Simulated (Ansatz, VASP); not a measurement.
## YF5 in VASP and in Ansatz

```
CELL_PARAMETERS angstrom
6.35237 0.00000 0.00000
-3.17619 5.50132 0.00000
0.00000 0.00000 6.16260
ATOMIC_POSITIONS crystal
Y 0.00000 0.00000 0.00000
F 0.50000 0.00000 0.50000
F 0.00000 0.50000 0.50000
F 0.50000 0.50000 0.50000
F 0.00000 0.00000 0.68727
F 0.00000 0.00000 0.31273
```

Alike in both runs: functional PBE; k mesh 6 × 6 × 6; occupations gaussian, width 0.1 eV; collinear spin.

Ansatz relaxed the structure, and its values are those at the end. VASP's run is a single point on that final structure, the one shown.

|  | VASP | Ansatz |
| --- | --- | --- |
| version | VASP 6.6.1 | Ansatz 0.2.0 |
| potentials or method | VASP PAW PBE potentials, release 64 (Y_sv, F), cutoff 520 eV | scalar-relativistic, plane waves, PAW |
| valence electrons in the cell | 46 | 46 |

|  | VASP | Ansatz | Ansatz less VASP |
| --- | --- | --- | --- |
| gap on the k mesh at the Fermi level (eV) | none | none | - |
| pressure (GPa) | 0.0 | 0.0 | +0.07 |
| rms of the force components (eV/Å) | 0.031 | 0.000 | -0.0313 |
| net moment per atom (μB) | 0.33 | 0.33 | 0.000 |
| size of the moment on the site where the two differ most (μB) | 0.58 | 0.67 | +0.088 |

Site moments also hang on the region over which each program counts them. A gap of «none» marks a metal or a gap that the smearing closes.
